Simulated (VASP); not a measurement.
# ScSF: relaxation of cell and atoms with PBE+D3(BJ)

ScSF:

```
Sc S F
1.0
     3.68665    0.00000    0.00000
    -1.84332    3.19273    0.00000
     0.00000    0.00000    3.61910
Sc S F
1 1 1
Direct
  0.66667 0.33333 0.50000
  0.33333 0.66667 0.00000
  0.00000 0.00000 0.50000
```

```json
{"Program": "VASP 6.6.1", "Task": "relaxation of cell and atoms", "Functional": "PBE", "Dispersion": "D3(BJ)", "Potentials or basis": "VASP PAW PBE potentials, release 64 (Sc_sv, S, F)", "Cutoff": "600 eV", "k mesh": "6 × 6 × 6", "Occupations": "gaussian, width 0.1 eV", "Spin": "no spin polarisation", "Dipole correction": "no", "Further INCAR settings": "ALGO = Normal; EDIFF = 1e-06; IBRION = 2; EDIFFG = -0.04; NSW = 90; ISIF = 3"}
```

* Pressure after relaxing: 0.0 GPa
* Band gap on the k mesh: 1.10 eV, direct
* Dispersion energy per atom: -0.302 eV

Stress tensor (GPa, compression positive):
```
 0.29  0.00  0.00
 0.00  0.29  0.00
 0.00  0.00 -0.45
```

Final structure:
```
Sc S F
1.0
     3.68665    0.00000    0.00000
    -1.84332    3.19273    0.00000
     0.00000    0.00000    3.61910
Sc S F
1 1 1
Direct
  0.66667 0.33333 0.50000
  0.33333 0.66667 0.00000
  0.00000 0.00000 0.50000
```

Levels at points of the mesh, in eV from the valence-band top:
```tsv
k point	band 9	band 10	band 11	band 12	band 13	band 14	band 15	band 16
(0.00, 0.00, 0.00)	-5.26	-0.19	-0.19	0.00	1.10	2.80	2.80	4.91
(0.50, 0.00, 0.00)	-5.19	-3.36	-1.13	-0.71	2.14	2.46	3.27	3.97
(0.00, 0.00, 0.50)	-4.54	-3.39	-0.67	-0.67	3.01	3.01	3.37	4.01
(0.50, 0.00, 0.50)	-5.75	-2.12	-1.78	-1.64	3.36	3.61	3.76	4.04
```

It took 24 s on 1 thread of AMD EPYC 7R43 64-Core Processor (Zen 3), on a shared host, peak memory 0.16 GiB.

Caveat: the relaxation stopped at its first step, so nothing moved.
